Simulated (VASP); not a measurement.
# GaN (P6_3/mmc) in VASP: a series of runs

GaN is run at these levels: r2SCAN; tasks: single point.

Program: VASP 6.6.1. These are calculated values, not measurements. Logs are shortened: lines on timing, memory, paths and dates and some standing lists are left out, and cuts for length are marked.

**1. The cell of the first run**

Symmetry: P6_3/mmc, No. 194, hexagonal system. Conventional cell: a = 3.233 Å, b = 3.233 Å, c = 4.659 Å, α = 90.00°, β = 90.00°, γ = 120.00°. Within 2.5 Å of Ga (site symmetry -6m2) lie 5 N at 1.87 to 2.33 Å. Within 2.5 Å of N (site symmetry -6m2) lie 5 Ga at 1.87 to 2.33 Å.

**2. Single point, r2SCAN (volume changed by -6%)**

POSCAR

```
GaN
1.0
    3.2326682735      0.0000000000      0.0000000000
   -1.6163341368      2.7995728469      0.0000000000
    0.0000000000      0.0000000000      4.6587887670
Ga N
2 2
Direct
    0.3333333333      0.6666666667      0.2500000000
    0.6666666667      0.3333333333      0.7500000000
    0.6666666667      0.3333333333      0.2500000000
    0.3333333333      0.6666666667      0.7500000000
```

INCAR.step1

```
SYSTEM = GaN
  PREC = Accurate
  ENCUT = 520
  ISMEAR = 0
  SIGMA = 0.01
  LREAL = .FALSE.
  LASPH = .TRUE.
  NELM = 100
  NBANDS = 26
  GGA = PE
  ALGO = Normal
  EDIFF = 1E-4
  LWAVE = .TRUE.
  LCHARG = .FALSE.
```

INCAR.step2

```
SYSTEM = GaN
  PREC = Accurate
  ENCUT = 520
  EDIFF = 1E-6
  ISMEAR = 0
  SIGMA = 0.01
  LREAL = .FALSE.
  LASPH = .TRUE.
  NELM = 100
  ALGO = Normal
  ISIF = 2
  LWAVE = .FALSE.
  LCHARG = .FALSE.
  METAGGA = R2SCAN
  LMIXTAU = .TRUE.
  NBANDS = 26
  ISTART = 1
```

KPOINTS

```
Automatic mesh
0
G
  9 9 4
  0 0 0
```

Potentials or basis: VASP PAW PBE potentials, release 64 (Ga_d, N).

On the command line:

```bash
$ cat potpaw_PBE.64/Ga_d/POTCAR potpaw_PBE.64/N/POTCAR > POTCAR
$ cp INCAR.step1 INCAR
$ mpirun -np 1 vasp_std > vasp.out
$ cp INCAR.step2 INCAR
$ mpirun -np 1 vasp_std > vasp.out
```

OUTCAR:

```text
SYSTEM = GaN
   PREC = Accurate
   ENCUT = 520
   EDIFF = 1E-6
   ISMEAR = 0
   LREAL = .FALSE.
   LASPH = .TRUE.
   NELM = 100
   ISIF = 2
   METAGGA = R2SCAN
   ISTART = 1

 ion  position               nearest neighbor table
   1  0.333  0.667  0.250-   3 1.87   3 1.87   3 1.87   4 2.33   4 2.33
   2  0.667  0.333  0.750-   4 1.87   4 1.87   4 1.87   3 2.33   3 2.33
   3  0.667  0.333  0.250-   1 1.87   1 1.87   1 1.87   2 2.33   2 2.33
   4  0.333  0.667  0.750-   2 1.87   2 1.87   2 1.87   1 2.33   1 2.33

  LATTYP: Found a hexagonal cell.
 ALAT       =     3.2326682735
 C/A-ratio  =     1.4411589352

  Lattice vectors:

 A1 = (   3.2326682735,   0.0000000000,   0.0000000000)
 A2 = (  -1.6163341368,   2.7995728469,   0.0000000000)
 A3 = (   0.0000000000,   0.0000000000,   4.6587887670)

Analysis of symmetry for initial positions (statically):
=====================================================================
 Subroutine PRICEL returns:
 Original cell was already a primitive cell.

 Routine SETGRP: Setting up the symmetry group for a
 hexagonal supercell.

 Subroutine GETGRP returns: Found 24 space group operations
 (whereof 12 operations were pure point group operations)
 out of a pool of 24 trial point group operations.

The static configuration has the point symmetry D_3d.
 The point group associated with its full space group is D_6h.

Analysis of symmetry for dynamics (positions and initial velocities):
=====================================================================
 Subroutine PRICEL returns:
 Original cell was already a primitive cell.

 Routine SETGRP: Setting up the symmetry group for a
 hexagonal supercell.

 Subroutine GETGRP returns: Found 24 space group operations
 (whereof 12 operations were pure point group operations)
 out of a pool of 24 trial point group operations.

The dynamic configuration has the point symmetry D_3d.
 The point group associated with its full space group is D_6h.

 Subroutine INISYM returns: Found 24 space group operations
 (whereof 12 operations are pure point group operations),
 and found     1 'primitive' translations

----------------------------------------------------------------------------------------

                                     Primitive cell

  volume of cell :      42.1625

  direct lattice vectors                    reciprocal lattice vectors
     3.232668273  0.000000000  0.000000000     0.309341979  0.178598675  0.000000000
    -1.616334137  2.799572847  0.000000000     0.000000000  0.357197349  0.000000000
     0.000000000  0.000000000  4.658788767     0.000000000  0.000000000  0.214648066

  length of vectors
     3.232668273  3.232668274  4.658788767     0.357197349  0.357197349  0.214648066

  position of ions in fractional coordinates (direct lattice)
     0.333333333  0.666666667  0.250000000
     0.666666667  0.333333333  0.750000000
     0.666666667  0.333333333  0.250000000
     0.333333333  0.666666667  0.750000000

  ion indices of the primitive-cell ions
   primitive index   ion index
                 1           1
                 2           2
                 3           3
                 4           4

----------------------------------------------------------------------------------------

 KPOINTS: Automatic mesh

Automatic generation of k-mesh.
 Grid dimensions read from file:
 generate k-points for:    9    9    4

 Generating k-lattice:

  Cartesian coordinates                     Fractional coordinates (reciprocal lattice)
     0.034371331  0.019844297  0.000000000     0.111111111 -0.000000000  0.000000000
     0.000000000  0.039688594  0.000000000     0.000000000  0.111111111  0.000000000
     0.000000000  0.000000000  0.053662017     0.000000000  0.000000000  0.250000000

  Length of vectors
     0.039688594  0.039688594  0.053662017

  Shift w.r.t. Gamma in fractional coordinates (k-lattice)
     0.000000000  0.000000000  0.000000000

 Subroutine IBZKPT returns following result:
 ===========================================

 Found     36 irreducible k-points:

 Following reciprocal coordinates:
            Coordinates               Weight
  0.000000  0.000000  0.000000      1.000000
  0.111111  0.000000  0.000000      6.000000
  0.222222  0.000000  0.000000      6.000000
  0.333333  0.000000  0.000000      6.000000
  0.444444  0.000000  0.000000      6.000000
  0.111111  0.111111  0.000000      6.000000
[... 16 lines left out ...]
  0.333333  0.222222  0.250000     24.000000
  0.333333  0.333333  0.250000      4.000000
 [... further k-points ...]
   k-points           NKPTS =     36   k-points in BZ     NKDIM =     36   number of bands    NBANDS=     26
   number of dos      NEDOS =    301   number of ions     NIONS =      4
   total plane-waves  NPLWV =  20736
   dimension x,y,z NGX =    24 NGY =   24 NGZ =   36
   dimension x,y,z NGXF=    48 NGYF=   48 NGZF=   72
   ions per type =               2   2
   NGX,Y,Z   is equivalent  to a cutoff of  12.34, 12.34, 12.85 a.u.
   NGXF,Y,Z  is equivalent  to a cutoff of  24.68, 24.68, 25.69 a.u.
 SYSTEM =  GaN
   PREC   = accura    normal or accurate (medium, high low for compatibility)
   ISTART =      1    job   : 0-new  1-cont  2-samecut
   ICHARG =      0    charge: 1-file 2-atom 10-const
   ISPIN  =      1    spin polarized calculation?
   LNONCOLLINEAR =      F non collinear calculations
   LSORBIT =      F    spin-orbit coupling
   LASPH  =      T    aspherical Exc in radial PAW
   ENCUT  =  520.0 eV  38.22 Ry    6.18 a.u.   6.01  6.01  8.66*2*pi/ulx,y,z
   NELM   =    100;   NELMIN=  2; NELMDL=  0     # of ELM steps
   EDIFF  = 0.1E-05   stopping-criterion for ELM
   LREAL  =      F    real-space projection
   EDIFFG = 0.1E-04   stopping-criterion for IOM
   NSW    =      0    number of steps for IOM
   IBRION =     -1    ionic relax: 0-MD 1-quasi-New 2-CG
   NFREE  =      0    steps in history (QN), initial steepest desc. (CG)
   ISIF   =      2    stress and relaxation
   ISYM   =      2    0-nonsym 1-usesym 2-fastsym
   POTIM  = 0.5000    time-step for ionic-motion
   TEBEG  =    0.0;   TEEND  =   0.0 temperature during run
   PSTRESS=    0.0 pullay stress
   NELECT =      36.0000    total number of electrons
   NUPDOWN=      -1.0000    fix difference up-down
   EMIN   =  10.00;   EMAX   =-10.00  energy-range for DOS
   EFERMI =   0.00;   METHOD = LEGACY
   ISMEAR =     0;   SIGMA  =   0.01  broadening in eV -4-tet -1-fermi 0-gaus
   EFERMI_NEDOS =   21; number of points for ismear=-14 and -15
   IALGO  =     38    algorithm
   IMIX   =      4    mixing-type and parameters
     AMIX     =   0.40;   BMIX     =  1.00
     AMIX_MAG =   1.60;   BMIX_MAG =  1.00
  volume/ion in A,a.u.               =      10.54        71.13
  Fermi-wavevector in a.u.,A,eV,Ry     =   1.553103  2.934940 32.819021  2.412130
  Thomas-Fermi vector in A             =   2.657383
   LORBIT       =      0    0 simple, 1 ext, 2 COOP (PROOUT), +10 PAW based schemes
   METAGGA = R2SCAN    functional components
   LHFCALC =     F    Hartree Fock is set to
   AEXX    =    0.0000 exact exchange contribution
   IVDW    =     0    specifies the selected vdW correction
   LEPSILON=     F    determine dielectric tensor
   LRPA    =     F    only Hartree local field effects (RPA)
 non-spin polarized calculation
 Gauss-broadening in eV      SIGMA  =   0.01
  energy-cutoff  :      520.00
  volume of cell :       42.16
 maximum number of plane-waves:      1155
   NGX = 13   NGY = 13   NGZ = 17

 number of electron      35.9999966 magnetization

 Free energy of the ion-electron system (eV)
  ---------------------------------------------------
  ext. energy  EPLUGINS =         0.00000000
  ---------------------------------------------------
  free energy    TOTEN  =       -42.69073158 eV

  energy without entropy =      -42.69073158  energy(sigma->0) =      -42.69073158

 E-fermi :   6.5631     XC(G=0): -13.1559

 val. band max:        6.4848588358   @ k =   0.0000   0.0000   0.0000
 cond. band min:       8.9208943211   @ k =   0.0000   0.0000   0.0000
 fundamental gap:      2.4360354853
 Fermi energy:         6.5631305401

 k-point     1 :       0.0000    0.0000    0.0000
  band No.  band energies     occupation
      1     -11.5021      2.00000
      2     -10.2429      2.00000
      3      -8.0693      2.00000
      4      -8.0692      2.00000
      5      -8.0619      2.00000
      6      -8.0619      2.00000
[... 18 lines left out ...]
     25      18.1214      0.00000
     26      20.5718      0.00000

 k-point     2 :       0.1111    0.0000    0.0000
  band No.  band energies     occupation
      1     -11.3654      2.00000
      2     -10.1918      2.00000
      3      -8.0673      2.00000
      4      -8.0442      2.00000
      5      -8.0327      2.00000
      6      -8.0271      2.00000
[... 18 lines left out ...]
     25      18.5984      0.00000
     26      19.3990      0.00000

 k-point     3 :       0.2222    0.0000    0.0000
  band No.  band energies     occupation
      1     -11.0043      2.00000
      2     -10.0753      2.00000
      3      -8.0315      2.00000
      4      -7.9749      2.00000
      5      -7.9431      2.00000
      6      -7.9311      2.00000
[... 18 lines left out ...]
     25      18.0950      0.00000
     26      19.8504      0.00000

 k-point     4 :       0.3333    0.0000    0.0000
  band No.  band energies     occupation
      1     -10.5735      2.00000
      2      -9.9739      2.00000
      3      -7.9554      2.00000
      4      -7.8985      2.00000
      5      -7.8474      2.00000
      6      -7.8447      2.00000
[... 18 lines left out ...]
     25      19.9169      0.00000
     26      19.9329      0.00000
[... 496 lines left out ...]
      1     -10.2323      2.00000
      2      -9.9198      2.00000
      3      -7.9786      2.00000
      4      -7.9230      2.00000
      5      -7.8945      2.00000
      6      -7.8754      2.00000
[... 18 lines left out ...]
     25      18.1314      0.00000
     26      20.5842      0.00000

 k-point    23 :       0.3333    0.2222    0.2500
  band No.  band energies     occupation
      1     -10.0322      2.00000
      2      -9.8874      2.00000
      3      -7.9728      2.00000
      4      -7.9204      2.00000
      5      -7.8800      2.00000
      6      -7.8345      2.00000
[... 18 lines left out ...]
     25      18.7893      0.00000
     26      20.4976      0.00000

 k-point    24 :       0.3333    0.3333    0.2500
  band No.  band energies     occupation
      1      -9.9203      2.00000
      2      -9.9203      2.00000
      3      -7.9480      2.00000
      4      -7.9480      2.00000
      5      -7.8916      2.00000
      6      -7.7817      2.00000
[... 18 lines left out ...]
     25      19.9649      0.00000
     26      20.1296      0.00000

 [... further k-points ...]

------------------------ aborting loop because EDIFF is reached ----------------------------------------

  FORCE on cell =-STRESS in cart. coord.  units (eV):
  Direction    XX          YY          ZZ          XY          YZ          ZX
  --------------------------------------------------------------------------------------
  -------------------------------------------------------------------------------------
  Total        4.8938898      4.8938898      2.2971582     -0.0000000     -0.0000000      0.0000000
  in kB      185.9682645    185.9682646     87.2922238     -0.0000000     -0.0000000      0.0000000
  external PRESSURE =     153.0762510 kB  Pullay stress =       0.0000000 kB

 VOLUME and BASIS-vectors are now :
 -----------------------------------------------------------------------------
  energy-cutoff  :      520.00
  volume of cell :       42.16
      direct lattice vectors                 reciprocal lattice vectors
     3.232668273  0.000000000  0.000000000     0.309341979  0.178598675  0.000000000
    -1.616334137  2.799572847  0.000000000     0.000000000  0.357197349  0.000000000
     0.000000000  0.000000000  4.658788767     0.000000000  0.000000000  0.214648066

 POSITION                                       TOTAL-FORCE (eV/Angst)
 -----------------------------------------------------------------------------------
     -0.00000      1.86638      1.16470        -0.000000      0.000000      0.000000
      1.61633      0.93319      3.49409         0.000000      0.000000      0.000000
      1.61633      0.93319      1.16470         0.000000      0.000000      0.000000
     -0.00000      1.86638      3.49409         0.000000     -0.000000      0.000000
 -----------------------------------------------------------------------------------
    total drift:                                0.000000     -0.000000      0.000000

  FREE ENERGIE OF THE ION-ELECTRON SYSTEM (eV)
  ---------------------------------------------------
  free  energy   TOTEN  =       -42.6907315835 eV

  energy  without entropy=      -42.6907315835  energy(sigma->0) =      -42.69073158
```

It took 4 min on 1 thread of AMD EPYC 7R43 (Zen 3), shared host; peak memory 0.14 GiB.

Results:

```
Free energy            : -42.6907 eV
Pressure               : 15.3 GPa
Band gap on the k mesh : 2.44 eV, direct
```

Levels at points of the mesh, in eV from the valence-band top:
```csv
k point,band 15,band 16,band 17,band 18,band 19,band 20,band 21,band 22
"(0.00, 0.00, 0.00)",-2.10,-0.83,-0.83,0.00,2.44,3.10,9.33,9.33
"(0.00, 0.00, 0.50)",-1.45,-1.45,-1.45,-1.45,4.59,4.59,9.08,9.08
```

Caveat: the PAW data sets were made with another functional, which shifts forces and pressure a little.

**3. Single point, r2SCAN (volume changed by -3%)**

POSCAR

```
GaN
1.0
    3.2666988614      0.0000000000      0.0000000000
   -1.6333494307      2.8290442005      0.0000000000
    0.0000000000      0.0000000000      4.7078322528
Ga N
2 2
Direct
    0.3333333333      0.6666666667      0.2500000000
    0.6666666667      0.3333333333      0.7500000000
    0.6666666667      0.3333333333      0.2500000000
    0.3333333333      0.6666666667      0.7500000000
```

INCAR.step1

```
SYSTEM = GaN
PREC = Accurate
ENCUT = 520
ISMEAR = 0
SIGMA = 0.01
LREAL = .FALSE.
LASPH = .TRUE.
NELM = 60
NBANDS = 26
GGA = PE
ALGO = Normal
EDIFF = 1E-4
LWAVE = .TRUE.
LCHARG = .FALSE.
```

INCAR.step2

```
SYSTEM = GaN
PREC = Accurate
ENCUT = 520
EDIFF = 1E-7
ISMEAR = 0
SIGMA = 0.01
LREAL = .FALSE.
LASPH = .TRUE.
NELM = 60
ALGO = Normal
ISIF = 2
LWAVE = .FALSE.
LCHARG = .TRUE.
METAGGA = R2SCAN
LMIXTAU = .TRUE.
LELF = .TRUE.
LVHAR = .TRUE.
NBANDS = 26
ISTART = 1
```

KPOINTS is that of step 2.

Potentials or basis: VASP PAW PBE potentials, release 64 (Ga_d, N).

On the command line:

```bash
$ cat potpaw_PBE.64/Ga_d/POTCAR potpaw_PBE.64/N/POTCAR > POTCAR
$ cp INCAR.step1 INCAR
$ mpirun -np 1 vasp_std > vasp.out
$ cp INCAR.step2 INCAR
$ mpirun -np 1 vasp_std > vasp.out
```

OUTCAR:

```text
SYSTEM = GaN
   PREC = Accurate
   ENCUT = 520
   EDIFF = 1E-7
   ISMEAR = 0
   LREAL = .FALSE.
   LASPH = .TRUE.
   NELM = 60
   ISIF = 2
   METAGGA = R2SCAN
   ISTART = 1

 ion  position               nearest neighbor table
   1  0.333  0.667  0.250-   3 1.89   3 1.89   3 1.89
   2  0.667  0.333  0.750-   4 1.89   4 1.89   4 1.89
   3  0.667  0.333  0.250-   1 1.89   1 1.89   1 1.89
   4  0.333  0.667  0.750-   2 1.89   2 1.89   2 1.89

  LATTYP: Found a hexagonal cell.
 ALAT       =     3.2666988614
[... 896 lines left out ...]
  Direction    XX          YY          ZZ          XY          YZ          ZX
  --------------------------------------------------------------------------------------
  -------------------------------------------------------------------------------------
  Total        2.5294357      2.5294357      1.0758259      0.0000000      0.0000000      0.0000000
  in kB       93.1460446     93.1460446     39.6171057      0.0000000      0.0000000      0.0000000
  external PRESSURE =      75.3030650 kB  Pullay stress =       0.0000000 kB

 VOLUME and BASIS-vectors are now :
 -----------------------------------------------------------------------------
  energy-cutoff  :      520.00
  volume of cell :       43.51
      direct lattice vectors                 reciprocal lattice vectors
     3.266698861  0.000000000  0.000000000     0.306119432  0.176738136  0.000000000
    -1.633349431  2.829044200  0.000000000     0.000000000  0.353476273  0.000000000
     0.000000000  0.000000000  4.707832253     0.000000000  0.000000000  0.212411986

 POSITION                                       TOTAL-FORCE (eV/Angst)
 -----------------------------------------------------------------------------------
     -0.00000      1.88603      1.17696         0.000000     -0.000000      0.000000
      1.63335      0.94301      3.53087        -0.000000      0.000000      0.000000
      1.63335      0.94301      1.17696         0.000000      0.000000      0.000000
     -0.00000      1.88603      3.53087         0.000000     -0.000000      0.000000
 -----------------------------------------------------------------------------------
    total drift:                                0.000000     -0.000000     -0.000000

  FREE ENERGIE OF THE ION-ELECTRON SYSTEM (eV)
  ---------------------------------------------------
  free  energy   TOTEN  =       -42.7868782465 eV

  energy  without entropy=      -42.7868782465  energy(sigma->0) =      -42.78687825
```

OUTCAR.step1:

```text
SYSTEM = GaN
   PREC = Accurate
   ENCUT = 520
   ISMEAR = 0
   LREAL = .FALSE.
   LASPH = .TRUE.
   NELM = 60
[... 926 lines left out ...]
      1.63335      0.94301      3.53087         0.000000      0.000000      0.000000
      1.63335      0.94301      1.17696        -0.000000      0.000000      0.000000
     -0.00000      1.88603      3.53087         0.000000      0.000000      0.000000
 -----------------------------------------------------------------------------------
    total drift:                                0.000000     -0.000000     -0.000000

  FREE ENERGIE OF THE ION-ELECTRON SYSTEM (eV)
  ---------------------------------------------------
  free  energy   TOTEN  =       -23.2753178533 eV

  energy  without entropy=      -23.2753178533  energy(sigma->0) =      -23.27531785
```

Wall time 3.4 min (1 thread of AMD EPYC 7R43 (Zen 3), shared host); peak memory 0.14 GiB.

Results:

```yaml
Free_energy: -42.7869 eV
Pressure: 7.5 GPa
Band_gap_on_the_k_mesh: 2.15 eV, direct
```

Stress tensor (GPa, compression positive):
```
9.31 0.00 0.00
0.00 9.31 0.00
0.00 0.00 3.96
```

Levels at points of the mesh, in eV from the valence-band top:
```csv
k point,band 16,band 17,band 18,band 19,band 20,band 21
"(0.00, 0.00, 0.00)",-0.88,-0.88,0.00,2.15,2.82,9.14
"(0.00, 0.00, 0.50)",-1.48,-1.48,-1.48,4.32,4.32,8.83
```

Caveat: the PAW data sets were made with another functional, which shifts forces and pressure a little.

(Part 1 of 2 ends here.)
